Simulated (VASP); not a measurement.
Wanted: the native input for a VASP 6.6.1 run.

- Task: single point
- Functional: LDA
- Potentials or basis: VASP PAW LDA potentials, release 64 (Ta_pv, Bi_d)
- Cutoff: 520 eV
- k mesh: 11 × 11 × 11
- Occupations: fermi-dirac, width 0.05 eV
- Spin: no spin polarisation
- Hubbard terms: Ta d U = 2.0 eV
- Dipole correction: no
- Further INCAR settings: ALGO = Normal; EDIFF = 1e-07; NBANDS = 20

The structure of TaBi (CsCl type) lies in POSCAR:

```
TaBi
1.0
    3.2467124886      0.0000000000      0.0000000000
    0.0000000000      3.2467124886      0.0000000000
    0.0000000000      0.0000000000      3.2467124886
Ta Bi
1 1
Direct
    0.0000000000      0.0000000000      0.0000000000
    0.5000000000      0.5000000000      0.5000000000
```

These files were run (other wordings do the same):

INCAR

```
ALGO     = Normal         # electronic algorithm
EDIFF    = 1E-7           # SCF threshold, eV
ENCUT    = 520            # plane-wave cutoff, eV
ISIF     = 2              # what is computed and relaxed
ISMEAR   = -1             # smearing method
LASPH    = True           # aspherical terms in the spheres
LCHARG   = False          # write CHGCAR
LDAU     = True           # DFT+U
LDAUJ    = 0 0          
LDAUL    = 2 -1           # shell
LDAUPRINT= 1            
LDAUTYPE = 2            
LDAUU    = 2 0            # U, eV
LMAXMIX  = 4              # l up to which the mixer works
LREAL    = False          # projectors in reciprocal space
LWAVE    = False          # write WAVECAR
NBANDS   = 20             # bands
NELM     = 150            # most SCF steps
PREC     = Accurate       # precision mode
SIGMA    = 0.05           # smearing width, eV
```

KPOINTS

```
k-points
0
Gamma
  11 11 11
```

Potentials or basis: VASP PAW LDA potentials, release 64 (Ta_pv, Bi_d).

The run is started by

```console
$ cat potpaw_LDA.64/Ta_pv/POTCAR potpaw_LDA.64/Bi_d/POTCAR > POTCAR
$ mpirun -np 1 vasp_std > vasp.out
```

Results of the run:

The pressure is 42.6 GPa and the band gap on the k mesh is zero (band 13 reaches 14.45 eV, above the bottom of band 14 at 11.57 eV).

Caveat: spin-orbit coupling is left out, which moves the levels of the heavy elements; U without spin polarisation on a metal has little footing; the U is typed as a test and isn't derived for this compound.

It took 13 s on 1 thread of Intel(R) Xeon(R) 6975P-C (Granite Rapids), with other jobs on the host, peak memory 0.15 GiB.
